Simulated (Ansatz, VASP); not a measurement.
KBr: VASP beside Ansatz

```xyz
2
Lattice="4.0482 0.0000 0.0000 0.0000 4.0482 0.0000 0.0000 0.0000 3.9608" Properties=species:S:1:pos:R:3 pbc="T T T"
K     0.0000    0.0000    0.0000
Br    2.0241    2.0241    1.9804
```

Change from the starting cell: epitaxial_xy strain +1.8%.

Alike in both runs: task single point; functional r2SCAN; k mesh 6 × 6 × 6; no spin polarisation.

```csv
,VASP,Ansatz
version,VASP 6.6.1,Ansatz 0.2.0
potentials or method,"VASP PAW PBE potentials, release 64 (K_sv, Br)","plane waves, PAW"
plane-wave cutoff (eV),520,500
occupations,"gaussian, width 0.01 eV",fixed
valence electrons in the cell,16,16
```

|  | VASP | Ansatz | Ansatz less VASP |
| --- | --- | --- | --- |
| gap on the k mesh at the Fermi level (eV) | 4.58 | 4.57 | -0.003 |
| pressure (GPa) | -0.6 | -0.6 | +0.01 |
| traceless stress, the component that is largest in VASP (GPa) | 0.56 | 0.56 | 0.000 |

VASP's potentials were made for PBE, not for r2SCAN.
